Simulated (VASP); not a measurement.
# Be (P6_3/mmc) in VASP: a series of runs

The runs below take Be through single point, with PBE+D3(BJ).

Program: VASP 6.6.1. These are calculated values, not measurements. Logs are shortened: lines on timing, memory, paths and dates and some standing lists are left out, and cuts for length are marked.

## 1. The cell of the first run

It takes space group P6_3/mmc (No. 194, hexagonal). The conventional cell has a = 2.214 Å, b = 2.214 Å, c = 3.500 Å, α = 90.00°, β = 90.00°, γ = 120.00°. Within 2.9 Å of Be (site symmetry -6m2) lie 12 Be at 2.17 to 2.21 Å.

## 2. Single point, PBE+D3(BJ)

The input, INCAR:

```
PREC = Accurate ; ENCUT = 520
EDIFF = 1E-6 ; ISMEAR = 0
SIGMA = 0.15 ; LREAL = False
LASPH = True ; NELM = 60
ALGO = Normal ; ISIF = 2
LWAVE = False ; LCHARG = False
GGA = PE ; IVDW = 12
NBANDS = 9
```

The input, KPOINTS:

```
regular mesh
0
Gamma
  24 24 12
```

The input, POSCAR:

```
Be
1.0
    2.2141966284      0.0000000000      0.0000000000
   -1.1070983142      1.9175505292      0.0000000000
    0.0000000000      0.0000000000      3.5001053904
Be
2
Direct
    0.3333333333      0.6666666667      0.2500000000
    0.6666666667      0.3333333333      0.7500000000
```

Potentials or basis: VASP PAW PBE potentials, release 64 (Be).

On the command line:

```bash
$ cat potpaw_PBE.64/Be/POTCAR > POTCAR
$ mpirun -np 1 vasp_std > vasp.out
```

OUTCAR:

```text
PREC = Accurate
   ENCUT = 520
   EDIFF = 1E-6
   ISMEAR = 0
   LREAL = False
   LASPH = True
   NELM = 60
   ISIF = 2
   GGA = PE
   IVDW = 12
 IVDW          = 12

 ion  position               nearest neighbor table
   1  0.333  0.667  0.250-   2 2.17   2 2.17   2 2.17   2 2.17   2 2.17   2 2.17
   2  0.667  0.333  0.750-   1 2.17   1 2.17   1 2.17   1 2.17   1 2.17   1 2.17

  LATTYP: Found a hexagonal cell.
 ALAT       =     2.2141966284
 C/A-ratio  =     1.5807563545

  Lattice vectors:

 A1 = (   2.2141966284,   0.0000000000,   0.0000000000)
 A2 = (  -1.1070983142,   1.9175505292,   0.0000000000)
 A3 = (   0.0000000000,   0.0000000000,   3.5001053904)

Analysis of symmetry for initial positions (statically):
=====================================================================
 Subroutine PRICEL returns:
 Original cell was already a primitive cell.

 Routine SETGRP: Setting up the symmetry group for a
 hexagonal supercell.

 Subroutine GETGRP returns: Found 24 space group operations
 (whereof 12 operations were pure point group operations)
 out of a pool of 24 trial point group operations.

The static configuration has the point symmetry D_3d.
 The point group associated with its full space group is D_6h.

Analysis of symmetry for dynamics (positions and initial velocities):
=====================================================================
 Subroutine PRICEL returns:
 Original cell was already a primitive cell.

 Routine SETGRP: Setting up the symmetry group for a
 hexagonal supercell.

 Subroutine GETGRP returns: Found 24 space group operations
 (whereof 12 operations were pure point group operations)
 out of a pool of 24 trial point group operations.

The dynamic configuration has the point symmetry D_3d.
 The point group associated with its full space group is D_6h.

 Subroutine INISYM returns: Found 24 space group operations
 (whereof 12 operations are pure point group operations),
 and found     1 'primitive' translations

----------------------------------------------------------------------------------------

                                     Primitive cell

  volume of cell :      14.8609

  direct lattice vectors                    reciprocal lattice vectors
     2.214196628  0.000000000  0.000000000     0.451631073  0.260749322  0.000000000
    -1.107098314  1.917550529  0.000000000     0.000000000  0.521498644  0.000000000
     0.000000000  0.000000000  3.500105390     0.000000000  0.000000000  0.285705683

  length of vectors
     2.214196628  2.214196628  3.500105390     0.521498644  0.521498644  0.285705683

  position of ions in fractional coordinates (direct lattice)
     0.333333333  0.666666667  0.250000000
     0.666666667  0.333333333  0.750000000

  ion indices of the primitive-cell ions
   primitive index   ion index
                 1           1
                 2           2

----------------------------------------------------------------------------------------

 KPOINTS: regular mesh

Automatic generation of k-mesh.
 Grid dimensions read from file:
 generate k-points for:   24   24   12

 Generating k-lattice:

  Cartesian coordinates                     Fractional coordinates (reciprocal lattice)
     0.018817961  0.010864555  0.000000000     0.041666667  0.000000000  0.000000000
     0.000000000  0.021729110  0.000000000     0.000000000  0.041666667  0.000000000
     0.000000000  0.000000000  0.023808807     0.000000000  0.000000000  0.083333333

  Length of vectors
     0.021729110  0.021729110  0.023808807

  Shift w.r.t. Gamma in fractional coordinates (k-lattice)
     0.000000000  0.000000000  0.000000000

 Subroutine IBZKPT returns following result:
 ===========================================

 Found    427 irreducible k-points:

 Following reciprocal coordinates:
            Coordinates               Weight
  0.000000  0.000000  0.000000      1.000000
  0.041667  0.000000  0.000000      6.000000
  0.083333  0.000000  0.000000      6.000000
  0.125000  0.000000  0.000000      6.000000
  0.166667 -0.000000  0.000000      6.000000
  0.208333  0.000000  0.000000      6.000000
[... 16 lines left out ...]
  0.416667  0.041667  0.000000     12.000000
  0.458333  0.041667  0.000000     12.000000
 [... further k-points ...]
   k-points           NKPTS =    427   k-points in BZ     NKDIM =    427   number of bands    NBANDS=      9
   number of dos      NEDOS =    301   number of ions     NIONS =      2
   total plane-waves  NPLWV =   7168
   dimension x,y,z NGX =    16 NGY =   16 NGZ =   28
   dimension x,y,z NGXF=    32 NGYF=   32 NGZF=   56
   ions per type =               2
   NGX,Y,Z   is equivalent  to a cutoff of  12.01, 12.01, 13.30 a.u.
   NGXF,Y,Z  is equivalent  to a cutoff of  24.03, 24.03, 26.60 a.u.
 SYSTEM =  unknown system
   PREC   = accura    normal or accurate (medium, high low for compatibility)
   ISTART =      0    job   : 0-new  1-cont  2-samecut
   ICHARG =      2    charge: 1-file 2-atom 10-const
   ISPIN  =      1    spin polarized calculation?
   LNONCOLLINEAR =      F non collinear calculations
   LSORBIT =      F    spin-orbit coupling
   LASPH  =      T    aspherical Exc in radial PAW
   ENCUT  =  520.0 eV  38.22 Ry    6.18 a.u.   4.12  4.12  6.51*2*pi/ulx,y,z
   NELM   =     60;   NELMIN=  2; NELMDL= -5     # of ELM steps
   EDIFF  = 0.1E-05   stopping-criterion for ELM
   LREAL  =      F    real-space projection
   EDIFFG = 0.1E-04   stopping-criterion for IOM
   NSW    =      0    number of steps for IOM
   IBRION =     -1    ionic relax: 0-MD 1-quasi-New 2-CG
   NFREE  =      0    steps in history (QN), initial steepest desc. (CG)
   ISIF   =      2    stress and relaxation
   ISYM   =      2    0-nonsym 1-usesym 2-fastsym
   POTIM  = 0.5000    time-step for ionic-motion
   TEBEG  =    0.0;   TEEND  =   0.0 temperature during run
   PSTRESS=    0.0 pullay stress
   NELECT =       4.0000    total number of electrons
   NUPDOWN=      -1.0000    fix difference up-down
   EMIN   =  10.00;   EMAX   =-10.00  energy-range for DOS
   EFERMI =   0.00;   METHOD = LEGACY
   ISMEAR =     0;   SIGMA  =   0.15  broadening in eV -4-tet -1-fermi 0-gaus
   EFERMI_NEDOS =   21; number of points for ismear=-14 and -15
   IALGO  =     38    algorithm
   IMIX   =      4    mixing-type and parameters
     AMIX     =   0.40;   BMIX     =  1.00
     AMIX_MAG =   1.60;   BMIX_MAG =  1.00
  volume/ion in A,a.u.               =       7.43        50.14
  Fermi-wavevector in a.u.,A,eV,Ry     =   1.057012  1.997464 15.201455  1.117275
  Thomas-Fermi vector in A             =   2.192270
   LORBIT       =      0    0 simple, 1 ext, 2 COOP (PROOUT), +10 PAW based schemes
   GGA     = PE    functional components
   LHFCALC =     F    Hartree Fock is set to
   AEXX    =    0.0000 exact exchange contribution
   IVDW    =    12    specifies the selected vdW correction
   LEPSILON=     F    determine dielectric tensor
   LRPA    =     F    only Hartree local field effects (RPA)
 non-spin polarized calculation
 Gauss-broadening in eV      SIGMA  =   0.15
  energy-cutoff  :      520.00
  volume of cell :       14.86
 maximum number of plane-waves:       418
   NGX =  9   NGY =  9   NGZ = 13

 number of electron       4.0000000 magnetization

 Free energy of the ion-electron system (eV)
  ---------------------------------------------------
  ext. energy  EPLUGINS =         0.00000000
  ---------------------------------------------------
  free energy    TOTEN  =        -7.50772439 eV

  energy without entropy =       -7.50549797  energy(sigma->0) =       -7.50661118

 E-fermi :   7.5309     XC(G=0): -10.8115

 val. band max:        7.5297141937   @ k =   0.2917   0.2917   0.0833
 cond. band min:       7.5790020674   @ k =   0.2917   0.2500   0.0000
 fundamental gap:      0.0492878737
 Fermi energy:         7.5309172453

 k-point     1 :       0.0000    0.0000    0.0000
  band No.  band energies     occupation
      1      -4.1502      2.00000
      2       2.8386      2.00000
      3       8.8062      0.00000
      4      24.4217      0.00000
      5      24.4217      0.00000
      6      27.3735      0.00000
      7      27.3735      0.00000
      8      29.4552      0.00000
      9      35.7561      0.00000

 k-point     2 :       0.0417    0.0000    0.0000
  band No.  band energies     occupation
      1      -4.0991      2.00000
      2       2.9071      2.00000
      3       8.8190      0.00000
      4      23.9696      0.00000
      5      24.0618      0.00000
      6      27.3853      0.00000
      7      27.5810      0.00000
      8      29.3632      0.00000
      9      34.7748      0.00000

 k-point     3 :       0.0833    0.0000    0.0000
  band No.  band energies     occupation
      1      -3.9456      2.00000
      2       3.1126      2.00000
      3       8.8556      0.00000
      4      22.7848      0.00000
      5      23.2564      0.00000
      6      27.3878      0.00000
      7      27.9041      0.00000
      8      29.0573      0.00000
      9      33.1983      0.00000

 k-point     4 :       0.1250    0.0000    0.0000
  band No.  band energies     occupation
      1      -3.6895      2.00000
      2       3.4545      2.00000
      3       8.9095      0.00000
      4      21.1868      0.00000
      5      22.3192      0.00000
      6      27.3225      0.00000
      7      28.0112      0.00000
      8      28.4500      0.00000
      9      31.4557      0.00000

 k-point     5 :       0.1667   -0.0000    0.0000
  band No.  band energies     occupation
      1      -3.3308      2.00000
      2       3.9324      2.00000
      3       8.9654      0.00000
      4      19.4366      0.00000
      5      21.3853      0.00000
      6      27.0569      0.00000
      7      27.4309      0.00000
      8      27.8416      0.00000
      9      29.8366      0.00000

 k-point     6 :       0.2083    0.0000    0.0000
  band No.  band energies     occupation
      1      -2.8693      2.00000
      2       4.5453      2.00000
      3       8.9900      0.00000
      4      17.7185      0.00000
      5      20.5122      0.00000
      6      25.9706      0.00000
      7      26.2462      0.00000
      8      27.4810      0.00000
      9      28.7952      0.00000
[... 169 lines left out ...]
 k-point    21 :       0.3333    0.0417    0.0000
  band No.  band energies     occupation
      1      -0.4226      2.00000
      2       7.6335      0.33350
      3       7.7640      0.02800
      4      14.0577      0.00000
      5      17.7852      0.00000
      6      19.3367      0.00000
      7      21.4776      0.00000
      8      25.8627      0.00000
      9      28.6415      0.00000

 k-point    22 :       0.3750    0.0417    0.0000
  band No.  band energies     occupation
      1       0.4684      2.00000
      2       6.6018      2.00000
      3       8.9276      0.00000
      4      14.0585      0.00000
      5      17.2499      0.00000
      6      17.4814      0.00000
      7      20.3878      0.00000
      8      25.5705      0.00000
      9      28.6520      0.00000

 k-point    23 :       0.4167    0.0417    0.0000
  band No.  band energies     occupation
      1       1.4027      2.00000
      2       5.4919      2.00000
      3      10.1431      0.00000
      4      14.3244      0.00000
      5      15.7923      0.00000
      6      16.7524      0.00000
      7      19.6036      0.00000
      8      25.3698      0.00000
      9      28.6680      0.00000

 k-point    24 :       0.4583    0.0417    0.0000
  band No.  band energies     occupation
      1       2.2108      2.00000
      2       4.5739      2.00000
      3      11.1824      0.00000
      4      14.5130      0.00000
      5      14.6236      0.00000
      6      16.3692      0.00000
      7      19.1977      0.00000
      8      25.2677      0.00000
      9      28.6785      0.00000

 [... further k-points ...]

------------------------ aborting loop because EDIFF is reached ----------------------------------------

 Edisp (eV)   -0.75738

 E8    (eV) :    -0.2626

  FORCE on cell =-STRESS in cart. coord.  units (eV):
  Direction    XX          YY          ZZ          XY          YZ          ZX
  --------------------------------------------------------------------------------------
  -------------------------------------------------------------------------------------
  Total       0.04542     0.04542    -0.03067     0.00000     0.00000    -0.00000
  in kB       4.89653     4.89653    -3.30605     0.00000     0.00000    -0.00000
  external pressure =        2.16 kB  Pullay stress =        0.00 kB

 VOLUME and BASIS-vectors are now :
 -----------------------------------------------------------------------------
  energy-cutoff  :      520.00
  volume of cell :       14.86
      direct lattice vectors                 reciprocal lattice vectors
     2.214196628  0.000000000  0.000000000     0.451631073  0.260749322  0.000000000
    -1.107098314  1.917550529  0.000000000     0.000000000  0.521498644  0.000000000
     0.000000000  0.000000000  3.500105390     0.000000000  0.000000000  0.285705683

 POSITION                                       TOTAL-FORCE (eV/Angst)
 -----------------------------------------------------------------------------------
     -0.00000      1.27837      0.87503         0.000000      0.000000      0.000000
      1.10710      0.63918      2.62508        -0.000000      0.000000      0.000000
 -----------------------------------------------------------------------------------
    total drift:                                0.000000     -0.000000      0.000000

  FREE ENERGIE OF THE ION-ELECTRON SYSTEM (eV)
  ---------------------------------------------------
  free  energy   TOTEN  =        -8.2651076249 eV

  energy  without entropy=       -8.2628812124  energy(sigma->0) =       -8.26399442
```

It took 17 s on 1 thread of Intel Xeon Platinum 8488C (Sapphire Rapids), shared host; peak memory 0.17 GiB.

Results:

* Free energy: -8.2651 eV
* Pressure: 0.2 GPa
* Band gap on the k mesh: zero (bands 2 and 3 overlap by 2.13 eV)
* Dispersion energy per atom: -0.379 eV

Stress tensor (GPa, compression positive):
```
 0.49  0.00  0.00
 0.00  0.49  0.00
 0.00  0.00 -0.33
```

[end of part 1 of 2]

The gap in the log of VASP goes by the Fermi energy; the results here count the filled bands.